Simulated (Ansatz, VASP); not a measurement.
Two plane-wave programs on Si2Mo

```xyz
3
Lattice="-1.5685 1.5685 3.8299 1.5685 -1.5685 3.8299 1.5685 1.5685 -3.8299" Properties=species:S:1:pos:R:3 pbc="T T T"
Si    0.0000    0.0000    2.5609
Si    0.0000    0.0000    5.0988
Mo    0.0000    0.0000    0.0000
```

Alike in both runs: functional r2SCAN; k mesh 13 × 13 × 13; occupations fermi-dirac, width 0.1 eV; no spin polarisation.

Ansatz relaxed the structure, and its values are those at the end. VASP's run is a single point on that final structure, the one shown.

|  | VASP | Ansatz |
| --- | --- | --- |
| version | VASP 6.6.1 | Ansatz 0.2.0 |
| potentials or method | VASP PAW PBE potentials, release 64 (Si, Mo_sv), cutoff 520 eV | PAW plane waves |
| valence electrons in the cell | 22 | 22 |

Ansatz gave:

- pressure (GPa): 15.5
- rms of the force components (eV/Å): 0.000

Estimate VASP's values.

pressure (GPa): 16.0; rms of the force components (eV/Å): 0.005.

VASP's potentials were made for PBE, not for r2SCAN. With one functional, cell and mesh, what is left measures potentials, basis and numerics. Ansatz's warnings: stress scf threshold loose.
